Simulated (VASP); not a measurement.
# SrO (Fm-3m) in VASP: a series of runs

The runs below take SrO through single point, with PBEsol.

Program: VASP 6.6.1. These are calculated values, not measurements. Logs are shortened: lines on timing, memory, paths and dates and some standing lists are left out, and cuts for length are marked.

## (1) The cell of the first run

It takes space group Fm-3m (No. 225, cubic). The conventional cell has a = 4.919 Å, b = 4.919 Å, c = 4.919 Å, α = 90.00°, β = 90.00°, γ = 90.00°. Within 3.2 Å of Sr (site symmetry m-3m) lie 6 O at 2.46 Å. Within 3.2 Å of O (site symmetry m-3m) lie 6 Sr at 2.46 Å.

## (2) Single point, PBEsol

Input file INCAR:

```
SYSTEM = SrO
PREC = Accurate ; ENCUT = 600
EDIFF = 1E-6 ; ISMEAR = 0
SIGMA = 0.01 ; LREAL = .FALSE.
LASPH = .TRUE. ; NELM = 120
ALGO = Normal ; ISIF = 2
LWAVE = .FALSE. ; LCHARG = .FALSE.
GGA = PS ; NBANDS = 15
GGA_COMPAT = .FALSE.
```

Input file KPOINTS:

```
regular mesh
0
G
  8 8 8
  0 0 0
```

Input file POSCAR:

```
SrO
1.0
    2.4596435377      2.4596435377      0.0000000000
   -2.4596435377      2.4596435377      0.0000000000
    0.0000000000      2.4596435377      2.4596435377
Sr O
1 1
Direct
    0.5000000000      0.5000000000      0.0000000000
    0.0000000000      0.0000000000      0.0000000000
```

Potentials or basis: VASP PAW PBE potentials, release 64 (Sr_sv, O).

Started as:

```sh
> cat potpaw_PBE.64/Sr_sv/POTCAR potpaw_PBE.64/O/POTCAR > POTCAR
> mpirun -np 1 vasp_std > vasp.out
```

OUTCAR:

```text
SYSTEM = SrO
   PREC = Accurate
   ENCUT = 600
   EDIFF = 1E-6
   ISMEAR = 0
   LREAL = .FALSE.
   LASPH = .TRUE.
   NELM = 120
   ISIF = 2
   GGA = PS

 ion  position               nearest neighbor table
   1  0.500  0.500  0.000-   2 2.46   2 2.46   2 2.46   2 2.46   2 2.46   2 2.46
   2  0.000  0.000  0.000-   1 2.46   1 2.46   1 2.46   1 2.46   1 2.46   1 2.46

  LATTYP: Found a face centered cubic cell.
 ALAT       =     4.9192870754

  Lattice vectors:

 A1 = (   0.0000000000,   2.4596435377,   2.4596435377)
 A2 = (   2.4596435377,   0.0000000000,   2.4596435377)
 A3 = (   2.4596435377,   2.4596435377,   0.0000000000)

Analysis of symmetry for initial positions (statically):
=====================================================================
 Subroutine PRICEL returns:
 Original cell was already a primitive cell.

 Routine SETGRP: Setting up the symmetry group for a
 face centered cubic supercell.

 Subroutine GETGRP returns: Found 48 space group operations
 (whereof 48 operations were pure point group operations)
 out of a pool of 48 trial point group operations.

The static configuration has the point symmetry O_h .

Analysis of symmetry for dynamics (positions and initial velocities):
=====================================================================
 Subroutine PRICEL returns:
 Original cell was already a primitive cell.

 Routine SETGRP: Setting up the symmetry group for a
 face centered cubic supercell.

 Subroutine GETGRP returns: Found 48 space group operations
 (whereof 48 operations were pure point group operations)
 out of a pool of 48 trial point group operations.

The dynamic configuration has the point symmetry O_h .

 Subroutine INISYM returns: Found 48 space group operations
 (whereof 48 operations are pure point group operations),
 and found     1 'primitive' translations

----------------------------------------------------------------------------------------

                                     Primitive cell

  volume of cell :      29.7609

  direct lattice vectors                    reciprocal lattice vectors
     2.459643538  2.459643538  0.000000000     0.203281489  0.203281489 -0.203281489
    -2.459643538  2.459643538  0.000000000    -0.203281489  0.203281489 -0.203281489
     0.000000000  2.459643538  2.459643538     0.000000000  0.000000000  0.406562977

  length of vectors
     3.478461250  3.478461250  3.478461250     0.352093867  0.352093867  0.406562977

  position of ions in fractional coordinates (direct lattice)
     0.500000000  0.500000000  0.000000000
     0.000000000  0.000000000  0.000000000

  ion indices of the primitive-cell ions
   primitive index   ion index
                 1           1
                 2           2

----------------------------------------------------------------------------------------

 KPOINTS: regular mesh

Automatic generation of k-mesh.
 Grid dimensions read from file:
 generate k-points for:    8    8    8

 Generating k-lattice:

  Cartesian coordinates                     Fractional coordinates (reciprocal lattice)
     0.025410186  0.025410186 -0.025410186     0.125000000  0.000000000  0.000000000
    -0.025410186  0.025410186 -0.025410186     0.000000000  0.125000000  0.000000000
     0.000000000  0.000000000  0.050820372     0.000000000  0.000000000  0.125000000

  Length of vectors
     0.044011733  0.044011733  0.050820372

  Shift w.r.t. Gamma in fractional coordinates (k-lattice)
     0.000000000  0.000000000  0.000000000

 Subroutine IBZKPT returns following result:
 ===========================================

 Found     29 irreducible k-points:

 Following reciprocal coordinates:
            Coordinates               Weight
  0.000000  0.000000  0.000000      1.000000
  0.125000  0.000000  0.000000      8.000000
  0.250000  0.000000  0.000000      8.000000
  0.375000  0.000000  0.000000      8.000000
  0.500000  0.000000  0.000000      4.000000
  0.125000  0.125000  0.000000     12.000000
[... 16 lines left out ...]
  0.375000  0.250000  0.125000     48.000000
  0.500000  0.250000  0.125000     24.000000
 [... further k-points ...]
   k-points           NKPTS =     29   k-points in BZ     NKDIM =     29   number of bands    NBANDS=     15
   number of dos      NEDOS =    301   number of ions     NIONS =      2
   total plane-waves  NPLWV =  21952
   dimension x,y,z NGX =    28 NGY =   28 NGZ =   28
   dimension x,y,z NGXF=    56 NGYF=   56 NGZF=   56
   ions per type =               1   1
   NGX,Y,Z   is equivalent  to a cutoff of  13.38, 13.38, 13.38 a.u.
   NGXF,Y,Z  is equivalent  to a cutoff of  26.76, 26.76, 26.76 a.u.
 SYSTEM =  SrO
   PREC   = accura    normal or accurate (medium, high low for compatibility)
   ISTART =      0    job   : 0-new  1-cont  2-samecut
   ICHARG =      2    charge: 1-file 2-atom 10-const
   ISPIN  =      1    spin polarized calculation?
   LNONCOLLINEAR =      F non collinear calculations
   LSORBIT =      F    spin-orbit coupling
   LASPH  =      T    aspherical Exc in radial PAW
   ENCUT  =  600.0 eV  44.10 Ry    6.64 a.u.   6.95  6.95  6.95*2*pi/ulx,y,z
   NELM   =    120;   NELMIN=  2; NELMDL= -5     # of ELM steps
   EDIFF  = 0.1E-05   stopping-criterion for ELM
   LREAL  =      F    real-space projection
   EDIFFG = 0.1E-04   stopping-criterion for IOM
   NSW    =      0    number of steps for IOM
   IBRION =     -1    ionic relax: 0-MD 1-quasi-New 2-CG
   NFREE  =      0    steps in history (QN), initial steepest desc. (CG)
   ISIF   =      2    stress and relaxation
   ISYM   =      2    0-nonsym 1-usesym 2-fastsym
   POTIM  = 0.5000    time-step for ionic-motion
   TEBEG  =    0.0;   TEEND  =   0.0 temperature during run
   PSTRESS=    0.0 pullay stress
   NELECT =      16.0000    total number of electrons
   NUPDOWN=      -1.0000    fix difference up-down
   EMIN   =  10.00;   EMAX   =-10.00  energy-range for DOS
   EFERMI =   0.00;   METHOD = LEGACY
   ISMEAR =     0;   SIGMA  =   0.01  broadening in eV -4-tet -1-fermi 0-gaus
   EFERMI_NEDOS =   21; number of points for ismear=-14 and -15
   IALGO  =     38    algorithm
   IMIX   =      4    mixing-type and parameters
     AMIX     =   0.40;   BMIX     =  1.00
     AMIX_MAG =   1.60;   BMIX_MAG =  1.00
  volume/ion in A,a.u.               =      14.88       100.42
  Fermi-wavevector in a.u.,A,eV,Ry     =   1.331167  2.515542 24.109612  1.772006
  Thomas-Fermi vector in A             =   2.460199
   LORBIT       =      0    0 simple, 1 ext, 2 COOP (PROOUT), +10 PAW based schemes
   GGA     = PS    functional components
   LHFCALC =     F    Hartree Fock is set to
   AEXX    =    0.0000 exact exchange contribution
   IVDW    =     0    specifies the selected vdW correction
   LEPSILON=     F    determine dielectric tensor
   LRPA    =     F    only Hartree local field effects (RPA)
 non-spin polarized calculation
 Gauss-broadening in eV      SIGMA  =   0.01
  energy-cutoff  :      600.00
  volume of cell :       29.76
 maximum number of plane-waves:      1003
   NGX = 13   NGY = 13   NGZ = 13

 number of electron      16.0000005 magnetization

 Free energy of the ion-electron system (eV)
  ---------------------------------------------------
  ext. energy  EPLUGINS =         0.00000000
  ---------------------------------------------------
  free energy    TOTEN  =       -12.45689019 eV

  energy without entropy =      -12.45689019  energy(sigma->0) =      -12.45689019

 E-fermi :   2.3589     XC(G=0): -10.9303

 val. band max:        2.2027606319   @ k =   0.5000   0.5000   0.0000
 cond. band min:       5.1825707441   @ k =   0.5000   0.5000   0.0000
 fundamental gap:      2.9798101122
 Fermi energy:         2.3589413334

 k-point     1 :       0.0000    0.0000    0.0000
  band No.  band energies     occupation
      1     -29.6653      2.00000
      2     -12.9920      2.00000
      3     -11.1346      2.00000
      4     -11.1346      2.00000
      5     -11.1346      2.00000
      6       2.1709      2.00000
      7       2.1709      2.00000
      8       2.1709      2.00000
      9       7.0072      0.00000
     10       8.5833      0.00000
     11       8.5833      0.00000
     12       8.5833      0.00000
     13      11.1015      0.00000
     14      11.1015      0.00000
     15      15.2697      0.00000

 k-point     2 :       0.1250    0.0000    0.0000
  band No.  band energies     occupation
      1     -29.6292      2.00000
      2     -13.3901      2.00000
      3     -11.1511      2.00000
      4     -11.1511      2.00000
      5     -10.8185      2.00000
      6       1.6657      2.00000
      7       1.9130      2.00000
      8       1.9130      2.00000
      9       7.7638      0.00000
     10       8.4171      0.00000
     11       8.9429      0.00000
     12       8.9429      0.00000
     13      11.6164      0.00000
     14      11.6164      0.00000
     15      16.4414      0.00000

 k-point     3 :       0.2500    0.0000    0.0000
  band No.  band energies     occupation
      1     -29.5405      2.00000
      2     -14.0906      2.00000
      3     -11.1903      2.00000
      4     -11.1903      2.00000
      5     -10.3169      2.00000
      6       0.7180      2.00000
      7       1.3669      2.00000
      8       1.3669      2.00000
      9       8.4262      0.00000
     10       9.3992      0.00000
     11       9.9269      0.00000
     12       9.9269      0.00000
     13      12.8820      0.00000
     14      12.8820      0.00000
     15      18.8952      0.00000
[... 343 lines left out ...]
 k-point    23 :       0.3750    0.2500    0.1250
  band No.  band energies     occupation
      1     -29.4039      2.00000
      2     -14.3620      2.00000
      3     -11.7084      2.00000
      4     -11.4066      2.00000
      5     -10.3335      2.00000
      6       0.4499      2.00000
      7       1.0283      2.00000
      8       1.6553      2.00000
      9       7.9055      0.00000
     10      10.0914      0.00000
     11      11.9850      0.00000
     12      12.0472      0.00000
     13      14.4441      0.00000
     14      15.5240      0.00000
     15      17.9857      0.00000

 k-point    24 :       0.5000    0.2500    0.1250
  band No.  band energies     occupation
      1     -29.3735      2.00000
      2     -14.4544      2.00000
      3     -11.7414      2.00000
      4     -11.5001      2.00000
      5     -10.3028      2.00000
      6       0.3839      2.00000
      7       1.1773      2.00000
      8       1.3208      2.00000
      9       8.9355      0.00000
     10       9.3277      0.00000
     11      12.5117      0.00000
     12      12.6124      0.00000
     13      15.0681      0.00000
     14      16.4696      0.00000
     15      17.0983      0.00000

 [... further k-points ...]
[... 5 lines left out ...]
  --------------------------------------------------------------------------------------
  -------------------------------------------------------------------------------------
  Total        2.9744880      2.9744880      2.9744880      0.0000000     -0.0000000      0.0000000
  in kB      160.1313216    160.1313216    160.1313216      0.0000000     -0.0000000      0.0000000
  external PRESSURE =     160.1313216 kB  Pullay stress =       0.0000000 kB

 VOLUME and BASIS-vectors are now :
 -----------------------------------------------------------------------------
  energy-cutoff  :      600.00
  volume of cell :       29.76
      direct lattice vectors                 reciprocal lattice vectors
     2.459643538  2.459643538  0.000000000     0.203281489  0.203281489 -0.203281489
    -2.459643538  2.459643538  0.000000000    -0.203281489  0.203281489 -0.203281489
     0.000000000  2.459643538  2.459643538     0.000000000  0.000000000  0.406562977

 POSITION                                       TOTAL-FORCE (eV/Angst)
 -----------------------------------------------------------------------------------
      0.00000      2.45964      0.00000        -0.000000      0.000000      0.000000
      0.00000      0.00000      0.00000         0.000000     -0.000000      0.000000
 -----------------------------------------------------------------------------------
    total drift:                               -0.000000      0.000000     -0.000000

  FREE ENERGIE OF THE ION-ELECTRON SYSTEM (eV)
  ---------------------------------------------------
  free  energy   TOTEN  =       -12.4568901910 eV

  energy  without entropy=      -12.4568901910  energy(sigma->0) =      -12.45689019
```

Run time: 7.6 s. Hardware: 1 thread of Intel Xeon 6975P-C (Granite Rapids), shared host; peak memory 0.16 GiB.

What came out:

```
Free energy            : -12.4569 eV
Pressure               : 16.0 GPa
Band gap on the k mesh : 2.98 eV
```

Caveat: the cell stands under pressure; the PAW data sets were made with another functional, which shifts forces and pressure a little. A k mesh can miss the band edges.

## (3) Single point, PBEsol

This run uses another cell than the first one, of 15.75 Å³/atom.

Input file INCAR:

```
ALGO = Normal
EDIFF = 1E-6
ENCUT = 600
GGA = PS
GGA_COMPAT = F
ISIF = 2
ISMEAR = 0
LASPH = T
LCHARG = F
LREAL = F
LWAVE = F
NBANDS = 15
NELM = 120
PREC = Accurate
SIGMA = 0.01
```

Input file KPOINTS:

```
k-points
0
Gamma
  8 8 8
```

Input file POSCAR:

```
SrO
1.0
    2.5067843536      2.5067843536      0.0000000000
   -2.5067843536      2.5067843536      0.0000000000
    0.0000000000      2.5067843536      2.5067843536
Sr O
1 1
Direct
    0.5000000000      0.5000000000      0.0000000000
    0.0000000000      0.0000000000      0.0000000000
```

Potentials or basis: VASP PAW PBE potentials, release 64 (Sr_sv, O).

Started as:

```sh
> cat potpaw_PBE.64/Sr_sv/POTCAR potpaw_PBE.64/O/POTCAR > POTCAR
> mpirun -np 1 vasp_std > vasp.out
```

OUTCAR:

```text
EDIFF = 1E-6
   ENCUT = 600
   GGA = PS
   ISIF = 2
   ISMEAR = 0
   LASPH = T
   LREAL = F
   NELM = 120
   PREC = Accurate

 ion  position               nearest neighbor table
   1  0.500  0.500  0.000-   2 2.51   2 2.51   2 2.51   2 2.51   2 2.51   2 2.51
   2  0.000  0.000  0.000-   1 2.51   1 2.51   1 2.51   1 2.51   1 2.51   1 2.51

  LATTYP: Found a face centered cubic cell.
 ALAT       =     5.0135687072

  Lattice vectors:

 A1 = (   0.0000000000,   2.5067843536,   2.5067843536)
 A2 = (   2.5067843536,   0.0000000000,   2.5067843536)
[... 608 lines left out ...]
     10       8.8035      0.00000
     11      11.7905      0.00000
     12      11.8406      0.00000
     13      14.2036      0.00000
     14      15.5461      0.00000
     15      16.0511      0.00000

 [... further k-points ...]
[... 5 lines left out ...]
  --------------------------------------------------------------------------------------
  -------------------------------------------------------------------------------------
  Total        1.5266329      1.5266329      1.5266329     -0.0000000     -0.0000000      0.0000000
  in kB       77.6362017     77.6362017     77.6362017     -0.0000000     -0.0000000      0.0000000
  external PRESSURE =      77.6362017 kB  Pullay stress =       0.0000000 kB

 VOLUME and BASIS-vectors are now :
 -----------------------------------------------------------------------------
  energy-cutoff  :      600.00
  volume of cell :       31.51
      direct lattice vectors                 reciprocal lattice vectors
     2.506784354  2.506784354  0.000000000     0.199458721  0.199458721 -0.199458721
    -2.506784354  2.506784354  0.000000000    -0.199458721  0.199458721 -0.199458721
     0.000000000  2.506784354  2.506784354     0.000000000  0.000000000  0.398917441

 POSITION                                       TOTAL-FORCE (eV/Angst)
 -----------------------------------------------------------------------------------
      0.00000      2.50678      0.00000        -0.000000      0.000000      0.000000
      0.00000      0.00000      0.00000         0.000000     -0.000000      0.000000
 -----------------------------------------------------------------------------------
    total drift:                               -0.000000      0.000000     -0.000000

  FREE ENERGIE OF THE ION-ELECTRON SYSTEM (eV)
  ---------------------------------------------------
  free  energy   TOTEN  =       -12.5863386454 eV

  energy  without entropy=      -12.5863386454  energy(sigma->0) =      -12.58633865
```

Wall time 7.5 s (1 thread of Intel Xeon 6975P-C (Granite Rapids), shared host); peak memory 0.17 GiB.

Results:

- Free energy: -12.5863 eV
- Pressure: 7.8 GPa
- Band gap on the k mesh: 3.09 eV (least direct gap 3.11 eV)

Caveat: the cell stands under pressure; the PAW data sets were made with another functional, which shifts forces and pressure a little.
